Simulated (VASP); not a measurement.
NaH, 2 atoms in the cell. Symmetry: Fm-3m, No. 225, cubic system. The conventional cell has a = 4.912 Å, b = 4.912 Å, c = 4.912 Å, α = 90.00°, β = 90.00°, γ = 90.00°. Na (site symmetry m-3m) has 6 H at 2.46 Å within 3.2 Å. H (site symmetry m-3m) has 6 Na at 2.46 Å within 3.2 Å. 

| Property | Result |
| --- | --- |
| Program | VASP 6.6.1 |
| Task | single point |
| Functional | PBEsol |
| Potentials or basis | VASP PAW PBE potentials, release 64 (Na_pv, H) |
| Cutoff | 520 eV |
| k mesh | 9 × 9 × 9 |
| Occupations | fermi-dirac, width 0.03 eV |
| Spin | no spin polarisation |
| Dipole correction | no |
| Further INCAR settings | ALGO = Normal; EDIFF = 1e-06; NBANDS = 11 |

Potentials or basis: VASP PAW PBE potentials, release 64 (Na_pv, H).

Launch:

```bash
$ cat potpaw_PBE.64/Na_pv/POTCAR potpaw_PBE.64/H/POTCAR > POTCAR
$ mpirun -np 1 vasp_std > vasp.out
```

Hardware: 1 thread of Intel Xeon 8259CL (shared host).

Q: Estimate the wall time of this run.

A: Wall time 19 s on 1 thread of Intel Xeon 8259CL, with other jobs on the host, peak memory 0.15 GiB. Counts: scf iterations 11, k points 35.
